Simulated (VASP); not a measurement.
Set up this calculation in VASP 6.6.1, as the native input.

- Task: single point
- Functional: PBEsol
- Potentials or basis: VASP PAW PBE potentials, release 64 (W_sv)
- Cutoff: 520 eV
- k mesh: 16 × 16 × 16
- Occupations: fermi-dirac, width 0.1 eV
- Spin: no spin polarisation
- Dipole correction: no
- Further INCAR settings: ALGO = Normal; EDIFF = 1e-06; NBANDS = 13

The structure of W lies in POSCAR:

```
W
1.0
    2.2604589503      0.0000000000      0.0000000000
    0.0000000000      2.2604589503      0.0000000000
    0.0000000000      0.0000000000      2.2604589503
W
1
Direct
    0.0000000000      0.0000000000      0.0000000000
```

This cell differs from its parent crystal: volume scaled by 0.65.

One way to write it, as run:

INCAR

```
  PREC = Accurate
  ENCUT = 520
  EDIFF = 1E-6
  ISMEAR = -1
  SIGMA = 0.1
  LREAL = F
  LASPH = T
  NELM = 60
  ALGO = Normal
  ISIF = 2
  LWAVE = F
  LCHARG = F
  GGA = PS
  NBANDS = 13
```

KPOINTS

```
Automatic mesh
0
Gamma
  16 16 16
```

Potentials or basis: VASP PAW PBE potentials, release 64 (W_sv).

Command:

```bash
$ cat potpaw_PBE.64/W_sv/POTCAR > POTCAR
$ mpirun -np 1 vasp_std > vasp.out
```

Results of the run:

```
Pressure               : 250.1 GPa
Band gap on the k mesh : zero (band 7 reaches 19.19 eV, above the bottom of band 8 at 14.65 eV)
```

Caveat: the PAW data sets were made with another functional, which shifts forces and pressure a little; spin-orbit coupling is left out, which moves the levels of the heavy elements.

It took 6.9 s on 1 thread of Intel(R) Xeon(R) 6975P-C (Granite Rapids), with other jobs on the host, peak memory 0.13 GiB.
